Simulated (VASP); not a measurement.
# Sr2C (Fm-3m) in VASP: a series of runs

The runs below take Sr2C through single point, with PBE-based screened hybrid with 75 % exact exchange, HSE06.

All numbers are computed with VASP 6.6.1; they aren't measurements. Logs are shortened: lines on timing, memory, paths and dates and some standing lists are left out, and cuts for length are marked.

### Step 1. The cell of the first run

The structure is cubic, space group Fm-3m (No. 225). Conventional cell: a = 6.720 Å, b = 6.720 Å, c = 6.720 Å, α = 90.00°, β = 90.00°, γ = 90.00°. C (site symmetry m-3m) has 8 Sr at 2.91 Å within 3.8 Å. Within 3.8 Å of Sr (site symmetry -43m) lie 4 C at 2.91 Å and 6 Sr at 3.36 Å.

### Step 2. Single point, PBE-based screened hybrid with 75 % exact exchange

Contents of POSCAR:

```
Sr2C
1.0
    0.0000000000      3.3601424449      3.3601424449
    3.3601424449      0.0000000000      3.3601424449
    3.3601424449      3.3601424449      0.0000000000
C Sr
1 2
Direct
    0.0000000000      0.0000000000      0.0000000000
    0.2500000000      0.2500000000      0.2500000000
    0.7500000000      0.7500000000      0.7500000000
```

Contents of INCAR.step1:

```
  PREC = Accurate
  ENCUT = 520
  EDIFF = 1E-5
  ISMEAR = -1
  SIGMA = 0.02
  LREAL = F
  LASPH = T
  NELM = 60
  ALGO = Normal
  ISIF = 2
  LWAVE = T
  GGA = PE
  NBANDS = 19
```

Contents of INCAR.step2:

```
  PREC = Accurate
  ENCUT = 520
  EDIFF = 1E-6
  ISMEAR = -1
  SIGMA = 0.02
  LREAL = F
  LASPH = T
  NELM = 60
  ALGO = Normal
  ISIF = 2
  LWAVE = F
  LCHARG = T
  GGA = PE
  LHFCALC = T
  AEXX = 0.75
  HFSCREEN = 0.5
  PRECFOCK = Normal
  LELF = T
  LVHAR = T
  ISTART = 1
  NBANDS = 19
```

Contents of KPOINTS:

```
Automatic mesh
0
Gamma
  4 4 4
```

Potentials or basis: VASP PAW PBE potentials, release 64 (C, Sr_sv).

On the command line:

```sh
$ cat potpaw_PBE.64/C/POTCAR potpaw_PBE.64/Sr_sv/POTCAR > POTCAR
$ cp INCAR.step1 INCAR
$ mpirun -np 1 vasp_std > vasp.out
$ cp INCAR.step2 INCAR
$ mpirun -np 1 vasp_std > vasp.out
```

OUTCAR:

```text
PREC = Accurate
   ENCUT = 520
   EDIFF = 1E-6
   ISMEAR = -1
   LREAL = F
   LASPH = T
   NELM = 60
   ISIF = 2
   GGA = PE
   LHFCALC = T
   AEXX = 0.75
   HFSCREEN = 0.5
   PRECFOCK = Normal
   ISTART = 1

 ion  position               nearest neighbor table
   1  0.000  0.000  0.000-   2 2.91   3 2.91   3 2.91   3 2.91   3 2.91   2 2.91   2 2.91   2 2.91

   2  0.250  0.250  0.250-   1 2.91   1 2.91   1 2.91   1 2.91   3 3.36   3 3.36   3 3.36   3 3.36
                             3 3.36   3 3.36
   3  0.750  0.750  0.750-   1 2.91   1 2.91   1 2.91   1 2.91   2 3.36   2 3.36   2 3.36   2 3.36
                             2 3.36   2 3.36

  LATTYP: Found a face centered cubic cell.
 ALAT       =     6.7202848898

  Lattice vectors:

 A1 = (   0.0000000000,   3.3601424449,   3.3601424449)
 A2 = (   3.3601424449,   0.0000000000,   3.3601424449)
 A3 = (   3.3601424449,   3.3601424449,   0.0000000000)

Analysis of symmetry for initial positions (statically):
=====================================================================
 Subroutine PRICEL returns:
 Original cell was already a primitive cell.

 Routine SETGRP: Setting up the symmetry group for a
 face centered cubic supercell.

 Subroutine GETGRP returns: Found 48 space group operations
 (whereof 48 operations were pure point group operations)
 out of a pool of 48 trial point group operations.

The static configuration has the point symmetry O_h .

Analysis of symmetry for dynamics (positions and initial velocities):
=====================================================================
 Subroutine PRICEL returns:
 Original cell was already a primitive cell.

 Routine SETGRP: Setting up the symmetry group for a
 face centered cubic supercell.

 Subroutine GETGRP returns: Found 48 space group operations
 (whereof 48 operations were pure point group operations)
 out of a pool of 48 trial point group operations.

The dynamic configuration has the point symmetry O_h .

 Subroutine INISYM returns: Found 48 space group operations
 (whereof 48 operations are pure point group operations),
 and found     1 'primitive' translations

----------------------------------------------------------------------------------------

                                     Primitive cell

  volume of cell :      75.8758

  direct lattice vectors                    reciprocal lattice vectors
     0.000000000  3.360142445  3.360142445    -0.148803215  0.148803215  0.148803215
     3.360142445  0.000000000  3.360142445     0.148803215 -0.148803215  0.148803215
     3.360142445  3.360142445  0.000000000     0.148803215  0.148803215 -0.148803215

  length of vectors
     4.751959017  4.751959017  4.751959017     0.257734729  0.257734729  0.257734729

  position of ions in fractional coordinates (direct lattice)
     0.000000000  0.000000000  0.000000000
     0.250000000  0.250000000  0.250000000
     0.750000000  0.750000000  0.750000000

  ion indices of the primitive-cell ions
   primitive index   ion index
                 1           1
                 2           2
                 3           3

----------------------------------------------------------------------------------------

 KPOINTS: Automatic mesh

Automatic generation of k-mesh.
 Grid dimensions read from file:
 generate k-points for:    4    4    4

 Generating k-lattice:

  Cartesian coordinates                     Fractional coordinates (reciprocal lattice)
    -0.037200804  0.037200804  0.037200804     0.250000000  0.000000000  0.000000000
     0.037200804 -0.037200804  0.037200804     0.000000000  0.250000000  0.000000000
     0.037200804  0.037200804 -0.037200804     0.000000000  0.000000000  0.250000000

  Length of vectors
     0.064433682  0.064433682  0.064433682

  Shift w.r.t. Gamma in fractional coordinates (k-lattice)
     0.000000000  0.000000000  0.000000000

 Subroutine IBZKPT returns following result:
 ===========================================

 Found      8 irreducible k-points:

 Following reciprocal coordinates:
            Coordinates               Weight
  0.000000  0.000000  0.000000      1.000000
  0.250000  0.000000  0.000000      8.000000
  0.500000  0.000000  0.000000      4.000000
  0.250000  0.250000  0.000000      6.000000
  0.500000  0.250000  0.000000     24.000000
 -0.250000  0.250000  0.000000     12.000000
  0.500000  0.500000  0.000000      3.000000
 -0.250000  0.500000  0.250000      6.000000
   k-points           NKPTS =      8   k-points in BZ     NKDIM =     64   number of bands    NBANDS=     19
   number of dos      NEDOS =    301   number of ions     NIONS =      3
   total plane-waves  NPLWV =  46656
   dimension x,y,z NGX =    36 NGY =   36 NGZ =   36
   dimension x,y,z NGXF=    72 NGYF=   72 NGZF=   72
   ions per type =               1   2
   NGX,Y,Z   is equivalent  to a cutoff of  12.59, 12.59, 12.59 a.u.
   NGXF,Y,Z  is equivalent  to a cutoff of  25.19, 25.19, 25.19 a.u.
 SYSTEM =  unknown system
   PREC   = accura    normal or accurate (medium, high low for compatibility)
   ISTART =      1    job   : 0-new  1-cont  2-samecut
   ICHARG =      0    charge: 1-file 2-atom 10-const
   ISPIN  =      1    spin polarized calculation?
   LNONCOLLINEAR =      F non collinear calculations
   LSORBIT =      F    spin-orbit coupling
   LASPH  =      T    aspherical Exc in radial PAW
   ENCUT  =  520.0 eV  38.22 Ry    6.18 a.u.   8.84  8.84  8.84*2*pi/ulx,y,z
   NELM   =     60;   NELMIN=  2; NELMDL=  0     # of ELM steps
   EDIFF  = 0.1E-05   stopping-criterion for ELM
   LREAL  =      F    real-space projection
   EDIFFG = 0.1E-04   stopping-criterion for IOM
   NSW    =      0    number of steps for IOM
   IBRION =     -1    ionic relax: 0-MD 1-quasi-New 2-CG
   NFREE  =      0    steps in history (QN), initial steepest desc. (CG)
   ISIF   =      2    stress and relaxation
   ISYM   =      3    0-nonsym 1-usesym 2-fastsym
   POTIM  = 0.5000    time-step for ionic-motion
   TEBEG  =    0.0;   TEEND  =   0.0 temperature during run
   PSTRESS=    0.0 pullay stress
   NELECT =      24.0000    total number of electrons
   NUPDOWN=      -1.0000    fix difference up-down
   EMIN   =  10.00;   EMAX   =-10.00  energy-range for DOS
   EFERMI =   0.00;   METHOD = LEGACY
   ISMEAR =    -1;   SIGMA  =   0.02  broadening in eV -4-tet -1-fermi 0-gaus
   EFERMI_NEDOS =   21; number of points for ismear=-14 and -15
   IALGO  =     38    algorithm
   IMIX   =      1    mixing-type and parameters
     AMIX     =   0.40;   BMIX     =  1.00
     AMIX_MAG =   1.60;   BMIX_MAG =  1.00
  volume/ion in A,a.u.               =      25.29       170.68
  Fermi-wavevector in a.u.,A,eV,Ry     =   1.115435  2.107866 16.928301  1.244195
  Thomas-Fermi vector in A             =   2.252040
   LORBIT       =      0    0 simple, 1 ext, 2 COOP (PROOUT), +10 PAW based schemes
   GGA     = PE    functional components
   LHFCALC =     T    Hartree Fock is set to
   PRECFOCK=normal    Normal, Fast or Accurate (Low or Medium for compatibility)
   ENCUT4O =  -1.0   cutoff for four orbital integrals eV
   NKREDX  =     1    reduce k-point grid by
   NKREDY  =     1    reduce k-point grid by
   NKREDZ  =     1    reduce k-point grid by
   AEXX    =    0.7500 exact exchange contribution
   HFSCREEN=    0.5000 screening length (either q_TF or 0.3 A-1)
   HFSCREENC=   0.5000 screening length for correlation (either q_TF or 0.3 A-1)
   ENCUTFOCK=  -1.0 apply spherical cutoff to Coloumb kernel
   IVDW    =     0    specifies the selected vdW correction
   LEPSILON=     F    determine dielectric tensor
   LRPA    =     F    only Hartree local field effects (RPA)
 non-spin polarized calculation
  energy-cutoff  :      520.00
  volume of cell :       75.88
 maximum number of plane-waves:      2085
  NGX = 28; NGY = 28; NGZ = 28

 number of electron      24.0000000 magnetization

 Free energy of the ion-electron system (eV)
  ---------------------------------------------------
  ext. energy  EPLUGINS =         0.00000000
  ---------------------------------------------------
  free energy    TOTEN  =       -12.65950138 eV

  energy without entropy =      -12.65950119  energy(sigma->0) =      -12.65950129

 E-fermi :   2.8262     XC(G=0):  -5.7660

 val. band max:        2.5590530006   @ k =   0.5000   0.5000   0.0000
 cond. band min:       3.0801123942   @ k =   0.5000   0.5000   0.0000
 fundamental gap:      0.5210593936
 Fermi energy:         2.8261948547

 k-point     1 :       0.0000    0.0000    0.0000
  band No.  band energies     occupation
      1     -39.2912      2.00000
      2     -38.9887      2.00000
      3     -18.0392      2.00000
      4     -18.0392      2.00000
      5     -18.0392      2.00000
      6     -17.3652      2.00000
[... 11 lines left out ...]
     18       9.1919      0.00000
     19      12.0272      0.00000

 k-point     2 :       0.2500    0.0000    0.0000
  band No.  band energies     occupation
      1     -39.2448      2.00000
      2     -39.0308      2.00000
      3     -17.9985      2.00000
      4     -17.9565      2.00000
      5     -17.9565      2.00000
      6     -17.5487      2.00000
[... 11 lines left out ...]
     18       8.8677      0.00000
     19      10.5600      0.00000

 k-point     3 :       0.5000    0.0000    0.0000
  band No.  band energies     occupation
      1     -39.1357      2.00000
      2     -39.1357      2.00000
      3     -17.8848      2.00000
      4     -17.7978      2.00000
      5     -17.7460      2.00000
      6     -17.7460      2.00000
[... 11 lines left out ...]
     18       8.4975      0.00000
     19       8.5597      0.00000

 k-point     4 :       0.2500    0.2500    0.0000
  band No.  band energies     occupation
      1     -39.2375      2.00000
      2     -39.0359      2.00000
      3     -18.1291      2.00000
      4     -18.1291      2.00000
      5     -17.9423      2.00000
      6     -17.6192      2.00000
[... 11 lines left out ...]
     18       8.2851      0.00000
     19       8.9650      0.00000

 k-point     5 :       0.5000    0.2500    0.0000
  band No.  band energies     occupation
      1     -39.1699      2.00000
      2     -39.0986      2.00000
      3     -18.2614      2.00000
      4     -18.1060      2.00000
      5     -18.0748      2.00000
      6     -17.4280      2.00000
[... 11 lines left out ...]
     18       8.9806      0.00000
     19       9.8437      0.00000

 k-point     6 :      -0.2500    0.2500    0.0000
  band No.  band energies     occupation
      1     -39.1857      2.00000
      2     -39.0849      2.00000
      3     -18.2421      2.00000
      4     -17.8907      2.00000
      5     -17.8050      2.00000
      6     -17.7145      2.00000
[... 11 lines left out ...]
     18       8.3619      0.00000
     19       8.9772      0.00000

 k-point     7 :       0.5000    0.5000    0.0000
  band No.  band energies     occupation
      1     -39.1831      2.00000
      2     -39.0825      2.00000
      3     -18.4637      2.00000
      4     -18.2166      2.00000
      5     -18.2166      2.00000
      6     -17.2606      2.00000
[... 11 lines left out ...]
     18       9.1883      0.00000
     19       9.3211      0.00000

 k-point     8 :      -0.2500    0.5000    0.2500
  band No.  band energies     occupation
      1     -39.1332      2.00000
      2     -39.1332      2.00000
      3     -18.3865      2.00000
      4     -18.2979      2.00000
      5     -17.7567      2.00000
      6     -17.7567      2.00000
[... 11 lines left out ...]
     18       8.1366      0.00000
     19      10.4175      0.00000

------------------------ aborting loop because EDIFF is reached ----------------------------------------

  FORCE on cell =-STRESS in cart. coord.  units (eV):
  Direction    XX          YY          ZZ          XY          YZ          ZX
  --------------------------------------------------------------------------------------
  -------------------------------------------------------------------------------------
  Total       -0.1149093     -0.1149093     -0.1149093      0.0000000     -0.0000000     -0.0000000
  in kB       -2.4264014     -2.4264014     -2.4264014      0.0000000     -0.0000000     -0.0000000
  external PRESSURE =      -2.4264014 kB  Pullay stress =       0.0000000 kB

 VOLUME and BASIS-vectors are now :
 -----------------------------------------------------------------------------
  energy-cutoff  :      520.00
  volume of cell :       75.88
      direct lattice vectors                 reciprocal lattice vectors
     0.000000000  3.360142445  3.360142445    -0.148803215  0.148803215  0.148803215
     3.360142445  0.000000000  3.360142445     0.148803215 -0.148803215  0.148803215
     3.360142445  3.360142445  0.000000000     0.148803215  0.148803215 -0.148803215

 POSITION                                       TOTAL-FORCE (eV/Angst)
 -----------------------------------------------------------------------------------
      0.00000      0.00000      0.00000         0.000000      0.000000     -0.000000
      1.68007      1.68007      1.68007        -0.000000     -0.000000      0.000000
      5.04021      5.04021      5.04021         0.000000      0.000000     -0.000000
 -----------------------------------------------------------------------------------
    total drift:                               -0.000000     -0.000001     -0.000000

  FREE ENERGIE OF THE ION-ELECTRON SYSTEM (eV)
  ---------------------------------------------------
  free  energy   TOTEN  =       -12.6595013805 eV

  energy  without entropy=      -12.6595011920  energy(sigma->0) =      -12.65950129
```

Wall time 29 min (1 thread of Intel Xeon Platinum 8259CL at 2.50GHz (Skylake/Cascade Lake), shared host); peak memory 0.33 GiB.

Results:

```yaml
Free_energy: -12.6595 eV
Pressure: -0.2 GPa
Band_gap_on_the_k_mesh: 0.52 eV
```

Caveat: the structure was generated, so it needn't be the stable form of Sr2C; the PAW data sets were made with another functional, which shifts forces and pressure a little.

### Step 3. Single point, HSE06

POSCAR is that of step 2.

Contents of INCAR.step1:

```
SYSTEM = Sr2C
  PREC = Accurate
  ENCUT = 520
  EDIFF = 1E-5
  ISMEAR = -1
  SIGMA = 0.02
  LREAL = .FALSE.
  LASPH = .TRUE.
  NELM = 60
  ALGO = Normal
  ISIF = 2
  LWAVE = .TRUE.
  LCHARG = .FALSE.
  GGA = PE
  NBANDS = 19
```

Contents of INCAR.step2:

```
SYSTEM = Sr2C
  PREC = Accurate
  ENCUT = 520
  EDIFF = 1E-6
  ISMEAR = -1
  SIGMA = 0.02
  LREAL = .FALSE.
  LASPH = .TRUE.
  NELM = 60
  ALGO = Normal
  ISIF = 2
  LWAVE = .FALSE.
  LCHARG = .FALSE.
  GGA = PE
  LHFCALC = .TRUE.
  HFSCREEN = 0.2079
  PRECFOCK = Normal
  ISTART = 1
  NBANDS = 19
```

Contents of KPOINTS:

```
Automatic mesh
0
G
  4 4 4
  0 0 0
```

Potentials or basis: VASP PAW PBE potentials, release 64 (C, Sr_sv).

On the command line:

```sh
$ cat potpaw_PBE.64/C/POTCAR potpaw_PBE.64/Sr_sv/POTCAR > POTCAR
$ cp INCAR.step1 INCAR
$ mpirun -np 1 vasp_std > vasp.out
$ cp INCAR.step2 INCAR
$ mpirun -np 1 vasp_std > vasp.out
```

Run time: 26 min. Hardware: 1 thread of Intel Xeon Platinum 8259CL at 2.50GHz (Skylake/Cascade Lake), shared host; peak memory 0.33 GiB.

It converged, with:

```yaml
Free_energy: -11.7682 eV
Pressure: 0.4 GPa
Band_gap_on_the_k_mesh: 0.37 eV (least direct gap 0.39 eV)
```

Levels at points of the mesh, in eV from the valence-band top:
```
           k point  band 10  band 11  band 12  band 13  band 14  band 15
(0.00, 0.00, 0.00)    -1.50    -1.50    -1.50     0.37     2.11     2.11
(0.50, 0.00, 0.00)    -1.81    -0.62    -0.62     2.72     3.47     3.47
(0.50, 0.50, 0.00)    -2.17     0.00     0.00     0.39     2.88     3.18
```

Caveat: the structure was generated, so it needn't be the stable form of Sr2C; the PAW data sets were made with another functional, which shifts forces and pressure a little. A k mesh can miss the band edges.
